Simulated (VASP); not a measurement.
Set up this calculation in VASP 6.6.1, as the native input.

* Task: single point
* Functional: PBE
* Potentials or basis: VASP PAW PBE potentials, release 64 (P)
* Cutoff: 520 eV
* k mesh: 6 × 6 × 4
* Occupations: gaussian, width 0.05 eV
* Spin: no spin polarisation
* Dipole correction: no
* Further INCAR settings: ALGO = Normal; EDIFF = 1e-06; NBANDS = 18

The structure of P lies in POSCAR:

```
P
1.0
    1.6602135581     -5.6356367101      0.0000000000
    1.6602135581      5.6356367101      0.0000000000
    0.0000000000      0.0000000000      4.5412890097
P
4
Direct
    0.4059342071      0.5940657929      0.5859043288
    0.5940657929      0.4059342071      0.4140956712
    0.9059342071      0.0940657929      0.9140956712
    0.0940657929      0.9059342071      0.0859043288
```

These files were run (other wordings do the same):

INCAR

```
PREC = Accurate
ENCUT = 520
EDIFF = 1E-6
ISMEAR = 0
SIGMA = 0.05
LREAL = False
LASPH = True
NELM = 100
ALGO = Normal
ISIF = 2
LWAVE = False
LCHARG = False
GGA = PE
NBANDS = 18
```

KPOINTS

```
regular mesh
0
Gamma
  6 6 4
```

Potentials or basis: VASP PAW PBE potentials, release 64 (P).

Launch:

```bash
$ cat potpaw_PBE.64/P/POTCAR > POTCAR
$ mpirun -np 1 vasp_std > vasp.out
```

Results of the run:

- Pressure: -0.2 GPa
- Largest force: 0.040 eV/Å
- Band gap on the k mesh: 0.15 eV

It took 65 s on 1 thread of Intel Xeon 8259CL, on a shared host, peak memory 0.27 GiB.
